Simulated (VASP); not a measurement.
# Ta2Si2O (P6/mmm) in VASP: a series of runs, part 2 of 2

VASP 6.6.1. Earlier steps stand in the parts before.

## Step 3: Single point, PBE

This run uses another cell than the first one, of 18.42 Å³/atom.

Contents of INCAR:

```
SYSTEM = Ta2Si2O
  PREC = Accurate
  ENCUT = 520
  EDIFF = 1E-6
  ISMEAR = 0
  SIGMA = 0.1
  LREAL = .FALSE.
  LASPH = .TRUE.
  NELM = 60
  ALGO = Normal
  ISIF = 2
  LWAVE = .FALSE.
  LCHARG = .FALSE.
  GGA = PE
  NBANDS = 26
```

Contents of KPOINTS:

```
Automatic mesh
0
G
  6 6 4
  0 0 0
```

Contents of POSCAR:

```
Ta2Si2O
1.0
    3.9884786293      0.0000000028      0.0000000000
   -1.9942393170      3.4541238140      0.0000000000
    0.0000000000      0.0000000000      6.6835142274
Ta Si O
2 2 1
Direct
    0.0000000000      0.0000000000      0.7109309163
    0.0000000000      0.0000000000      0.2890690837
    0.3333333333      0.6666666667      0.5000000000
    0.6666666667      0.3333333333      0.5000000000
    0.0000000000      0.0000000000      0.0000000000
```

Potentials or basis: VASP PAW PBE potentials, release 64 (Ta_pv, Si, O).

Launch:

```sh
cat potpaw_PBE.64/Ta_pv/POTCAR potpaw_PBE.64/Si/POTCAR potpaw_PBE.64/O/POTCAR > POTCAR
mpirun -np 1 vasp_std > vasp.out
```

OUTCAR:

```text
SYSTEM = Ta2Si2O
   PREC = Accurate
   ENCUT = 520
   EDIFF = 1E-6
   ISMEAR = 0
   LREAL = .FALSE.
   LASPH = .TRUE.
   NELM = 60
   ISIF = 2
   GGA = PE

 ion  position               nearest neighbor table
   1  0.000  0.000  0.711-   5 1.93   4 2.70   3 2.70   3 2.70   4 2.70   4 2.70   3 2.70   2 2.82

   2  0.000  0.000  0.289-   5 1.93   4 2.70   3 2.70   3 2.70   4 2.70   4 2.70   3 2.70   1 2.82

   3  0.333  0.667  0.500-   4 2.30   4 2.30   4 2.30   1 2.70   2 2.70   2 2.70   1 2.70   2 2.70
                             1 2.70
   4  0.667  0.333  0.500-   3 2.30   3 2.30   3 2.30   1 2.70   2 2.70   1 2.70   2 2.70   1 2.70
                             2 2.70
   5  0.000  0.000  0.000-   1 1.93   2 1.93

  LATTYP: Found a hexagonal cell.
 ALAT       =     3.9884786293
 C/A-ratio  =     1.6757051619

  Lattice vectors:

 A1 = (   3.9884786293,   0.0000000028,   0.0000000000)
 A2 = (  -1.9942393170,   3.4541238140,   0.0000000000)
 A3 = (   0.0000000000,   0.0000000000,   6.6835142274)

Analysis of symmetry for initial positions (statically):
=====================================================================
 Subroutine PRICEL returns:
 Original cell was already a primitive cell.

 Routine SETGRP: Setting up the symmetry group for a
 hexagonal supercell.

 Subroutine GETGRP returns: Found 24 space group operations
 (whereof 24 operations were pure point group operations)
 out of a pool of 24 trial point group operations.

The static configuration has the point symmetry D_6h.

Analysis of symmetry for dynamics (positions and initial velocities):
=====================================================================
 Subroutine PRICEL returns:
 Original cell was already a primitive cell.

 Routine SETGRP: Setting up the symmetry group for a
 hexagonal supercell.

 Subroutine GETGRP returns: Found 24 space group operations
 (whereof 24 operations were pure point group operations)
 out of a pool of 24 trial point group operations.

The dynamic configuration has the point symmetry D_6h.

 Subroutine INISYM returns: Found 24 space group operations
 (whereof 24 operations are pure point group operations),
 and found     1 'primitive' translations

----------------------------------------------------------------------------------------

                                     Primitive cell

  volume of cell :      92.0768

  direct lattice vectors                    reciprocal lattice vectors
     3.988478629  0.000000003  0.000000000     0.250722166  0.144754510  0.000000000
    -1.994239317  3.454123814  0.000000000    -0.000000000  0.289509020  0.000000000
     0.000000000  0.000000000  6.683514227     0.000000000  0.000000000  0.149621885

  length of vectors
     3.988478629  3.988478629  6.683514227     0.289509020  0.289509020  0.149621885

  position of ions in fractional coordinates (direct lattice)
     0.000000000  0.000000000  0.710930916
     0.000000000  0.000000000  0.289069084
     0.333333333  0.666666667  0.500000000
     0.666666667  0.333333333  0.500000000
     0.000000000  0.000000000  0.000000000

  ion indices of the primitive-cell ions
   primitive index   ion index
                 1           1
                 2           2
                 3           3
                 4           4
                 5           5
[... 28 lines left out ...]
            Coordinates               Weight
  0.000000  0.000000  0.000000      1.000000
  0.166667 -0.000000  0.000000      6.000000
  0.333333 -0.000000  0.000000      6.000000
  0.500000  0.000000  0.000000      3.000000
  0.166667  0.166667  0.000000      6.000000
  0.333333  0.166667  0.000000     12.000000
[... 13 lines left out ...]
  0.333333  0.166667  0.500000     12.000000
  0.333333  0.333333  0.500000      2.000000
   k-points           NKPTS =     21   k-points in BZ     NKDIM =     21   number of bands    NBANDS=     26
   number of dos      NEDOS =    301   number of ions     NIONS =      5
   total plane-waves  NPLWV =  45000
   dimension x,y,z NGX =    30 NGY =   30 NGZ =   50
   dimension x,y,z NGXF=    60 NGYF=   60 NGZF=  100
   ions per type =               2   2   1
   NGX,Y,Z   is equivalent  to a cutoff of  12.50, 12.50, 12.44 a.u.
   NGXF,Y,Z  is equivalent  to a cutoff of  25.01, 25.01, 24.87 a.u.
 SYSTEM =  Ta2Si2O
   PREC   = accura    normal or accurate (medium, high low for compatibility)
   ISTART =      0    job   : 0-new  1-cont  2-samecut
   ICHARG =      2    charge: 1-file 2-atom 10-const
   ISPIN  =      1    spin polarized calculation?
   LNONCOLLINEAR =      F non collinear calculations
   LSORBIT =      F    spin-orbit coupling
   LASPH  =      T    aspherical Exc in radial PAW
   ENCUT  =  520.0 eV  38.22 Ry    6.18 a.u.   7.42  7.42 12.43*2*pi/ulx,y,z
   NELM   =     60;   NELMIN=  2; NELMDL= -5     # of ELM steps
   EDIFF  = 0.1E-05   stopping-criterion for ELM
   LREAL  =      F    real-space projection
   EDIFFG = 0.1E-04   stopping-criterion for IOM
   NSW    =      0    number of steps for IOM
   IBRION =     -1    ionic relax: 0-MD 1-quasi-New 2-CG
   NFREE  =      0    steps in history (QN), initial steepest desc. (CG)
   ISIF   =      2    stress and relaxation
   ISYM   =      2    0-nonsym 1-usesym 2-fastsym
   POTIM  = 0.5000    time-step for ionic-motion
   TEBEG  =    0.0;   TEEND  =   0.0 temperature during run
   PSTRESS=    0.0 pullay stress
   NELECT =      36.0000    total number of electrons
   NUPDOWN=      -1.0000    fix difference up-down
   EMIN   =  10.00;   EMAX   =-10.00  energy-range for DOS
   EFERMI =   0.00;   METHOD = LEGACY
   ISMEAR =     0;   SIGMA  =   0.10  broadening in eV -4-tet -1-fermi 0-gaus
   EFERMI_NEDOS =   21; number of points for ismear=-14 and -15
   IALGO  =     38    algorithm
   IMIX   =      4    mixing-type and parameters
     AMIX     =   0.40;   BMIX     =  1.00
     AMIX_MAG =   1.60;   BMIX_MAG =  1.00
  volume/ion in A,a.u.               =      18.42       124.27
  Fermi-wavevector in a.u.,A,eV,Ry     =   1.197087  2.262166 19.497378  1.433017
  Thomas-Fermi vector in A             =   2.333011
   LORBIT       =      0    0 simple, 1 ext, 2 COOP (PROOUT), +10 PAW based schemes
   GGA     = PE    functional components
   LHFCALC =     F    Hartree Fock is set to
   AEXX    =    0.0000 exact exchange contribution
   IVDW    =     0    specifies the selected vdW correction
   LEPSILON=     F    determine dielectric tensor
   LRPA    =     F    only Hartree local field effects (RPA)
 non-spin polarized calculation
 Gauss-broadening in eV      SIGMA  =   0.10
  energy-cutoff  :      520.00
  volume of cell :       92.08
 maximum number of plane-waves:      2503
 NGX is ok and might be reduce to    30
   NGX = 15   NGY = 15   NGZ = 25

 number of electron      35.9999996 magnetization

 Free energy of the ion-electron system (eV)
  ---------------------------------------------------
  ext. energy  EPLUGINS =         0.00000000
  ---------------------------------------------------
  free energy    TOTEN  =       -41.71094785 eV

  energy without entropy =      -41.69938145  energy(sigma->0) =      -41.70516465

 E-fermi :   5.4922     XC(G=0): -10.1782

 val. band max:        5.4344131452   @ k =   0.5000   0.0000   0.5000
 cond. band min:       5.6291537998   @ k =   0.3333   0.1667   0.0000
 fundamental gap:      0.1947406545
 Fermi energy:         5.4921775725

 k-point     1 :       0.0000    0.0000    0.0000
  band No.  band energies     occupation
      1     -30.3763      2.00000
      2     -29.8334      2.00000
      3     -29.8299      2.00000
      4     -29.8299      2.00000
      5     -29.7672      2.00000
      6     -29.7672      2.00000
[... 598 lines left out ...]
     25       8.9773      0.00000
     26       9.1459      0.00000

------------------------ aborting loop because EDIFF is reached ----------------------------------------

  FORCE on cell =-STRESS in cart. coord.  units (eV):
  Direction    XX          YY          ZZ          XY          YZ          ZX
  --------------------------------------------------------------------------------------
  -------------------------------------------------------------------------------------
  Total       -0.0063111     -0.0063111      0.3832242     -0.0000000     -0.0000000     -0.0000000
  in kB       -0.1098168     -0.1098168      6.6682738     -0.0000000     -0.0000000     -0.0000000
  external PRESSURE =       2.1495468 kB  Pullay stress =       0.0000000 kB

 VOLUME and BASIS-vectors are now :
 -----------------------------------------------------------------------------
  energy-cutoff  :      520.00
  volume of cell :       92.08
      direct lattice vectors                 reciprocal lattice vectors
     3.988478629  0.000000003  0.000000000     0.250722166  0.144754510  0.000000000
    -1.994239317  3.454123814  0.000000000    -0.000000000  0.289509020  0.000000000
     0.000000000  0.000000000  6.683514227     0.000000000  0.000000000  0.149621885

 POSITION                                       TOTAL-FORCE (eV/Angst)
 -----------------------------------------------------------------------------------
      0.00000      0.00000      4.75152        -0.000000      0.000000     -0.078675
      0.00000      0.00000      1.93200         0.000000      0.000000      0.078675
     -0.00000      2.30275      3.34176        -0.000000     -0.000000      0.000000
      1.99424      1.15137      3.34176         0.000000     -0.000000      0.000000
      0.00000      0.00000      0.00000        -0.000000      0.000000      0.000000
 -----------------------------------------------------------------------------------
    total drift:                                0.000000     -0.000000      0.000000

  FREE ENERGIE OF THE ION-ELECTRON SYSTEM (eV)
  ---------------------------------------------------
  free  energy   TOTEN  =       -41.7109478484 eV

  energy  without entropy=      -41.6993814478  energy(sigma->0) =      -41.70516465
```

stdout:

```text
POSCAR found type information on POSCAR TaSiO
 POSCAR found :  3 types and       5 ions
 scaLAPACK will be used
 LDA part: xc-table for (Slater+PW92), standard interpolation
 POSCAR, INCAR and KPOINTS ok, starting setup
 FFT: planning ... GRIDC
 FFT: planning ... GRID_SOFT
 FFT: planning ... GRID
 WAVECAR not read
 entering main loop
```

Wall time 57 s (1 thread of Intel Xeon Platinum 8175M at 2.50GHz (Skylake/Cascade Lake), shared host); peak memory 0.22 GiB.

Results:

```yaml
Free_energy: -41.7109 eV
Pressure: 0.2 GPa
Largest_force: 0.079 eV/Å
Band_gap_on_the_k_mesh: zero (bands 18 and 19 overlap by 1.33 eV)
```

Forces in eV/Å, atoms in the order of the input:
```
Ta   0.000  0.000 -0.079
Ta   0.000  0.000  0.079
Si   0.000  0.000  0.000
Si   0.000  0.000  0.000
O    0.000  0.000  0.000
```

Levels at points of the mesh, in eV from the Fermi level:
```
           k point  band 15  band 16  band 17  band 18  band 19  band 20  band 21  band 22
(0.00, 0.00, 0.00)    -2.62    -2.41    -2.41    -1.02    -1.02    -0.92     1.43     1.43
(0.50, 0.00, 0.00)    -3.65    -3.21    -0.08     0.19     0.71     1.05     1.08     1.10
(0.00, 0.00, 0.50)    -3.35    -3.35    -1.59    -1.09    -1.09    -0.91     2.64     2.84
(0.50, 0.00, 0.50)    -3.24    -2.88    -0.43    -0.06     0.98     1.05     1.08     1.24
```

Caveat: spin-orbit coupling is left out, which moves the levels of the heavy elements.
